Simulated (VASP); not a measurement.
Here is a VASP 6.6.1 calculation.

POSCAR

```
HC4
1.0
    5.0350011261      0.0000000000      0.0000000000
    0.0000000000      2.5175005631      0.0000000000
    0.0000000000      0.0000000000     19.7329018234
C H
16 4
Direct
    0.5000000000      0.5000000000      0.2357689632
    0.0000000000      0.5000000000      0.2357689632
    0.5000000000      0.0000000000      0.2808748918
    0.0000000000      0.0000000000      0.2808748918
    0.7500000000      0.0000000000      0.3259808203
    0.2500000000      0.0000000000      0.3259808203
    0.7500000000      0.5000000000      0.3710867489
    0.2500000000      0.5000000000      0.3710867489
   -0.0038178250      0.5000000000      0.4200336610
    0.5018654169      0.5000000000      0.4127813488
   -0.0052137540      0.0000000000      0.4679580712
    0.5051929261      0.0000000000      0.4550850842
    0.2624930378      0.0000000000      0.5060383991
    0.7265146739      0.0000000000      0.5116494718
    0.3623747316      0.5000000000      0.5358253084
    0.6323337770      0.5000000000      0.5502681917
    0.6429144453      0.5000000000      0.1982508924
    0.3570855547      0.5000000000      0.1982508924
    0.1423584706      0.5000000000      0.1980631397
   -0.1423584706      0.5000000000      0.1980631397
```

INCAR.step1

```
SYSTEM = HC4
PREC = Accurate ; ENCUT = 520
ISMEAR = 0 ; SIGMA = 0.05
LREAL = Auto ; LASPH = .True.
NELM = 60 ; LDIPOL = .True.
IDIPOL = 3 ; DIPOL = 0.5 0.5 0.354
NBANDS = 50 ; GGA = PE
ALGO = Normal ; EDIFF = 1E-4
LWAVE = .True. ; LCHARG = .False.
```

INCAR.step2

```
SYSTEM = HC4
PREC = Accurate ; ENCUT = 520
EDIFF = 1E-7 ; ISMEAR = 0
SIGMA = 0.05 ; LREAL = Auto
LASPH = .True. ; NELM = 60
ALGO = Normal ; ISIF = 2
LWAVE = .False. ; LCHARG = .True.
LDIPOL = .True. ; IDIPOL = 3
DIPOL = 0.5 0.5 0.354 ; METAGGA = R2SCAN
LMIXTAU = .True. ; LELF = .True.
LVHAR = .True. ; LVACPOTAV = .True.
NBANDS = 50 ; ISTART = 1
```

Contents of KPOINTS:

```
regular mesh
0
Gamma
  5 10 1
  0 0 0
```

Potentials or basis: VASP PAW PBE potentials, release 64 (C, H).

Launch:

```sh
$ cat potpaw_PBE.64/C/POTCAR potpaw_PBE.64/H/POTCAR > POTCAR
$ cp INCAR.step1 INCAR
$ mpirun -np 1 vasp_std > vasp.out
$ cp INCAR.step2 INCAR
$ mpirun -np 1 vasp_std > vasp.out
```

(1) Estimate the band gap on the k mesh.

(2) What does it give for the largest force?

Results:

(1) 1.54 eV (least direct gap 1.86 eV).

(2) 2.905 eV/Å.

Caveat: the PAW data sets were made with another functional, which shifts forces and pressure a little.
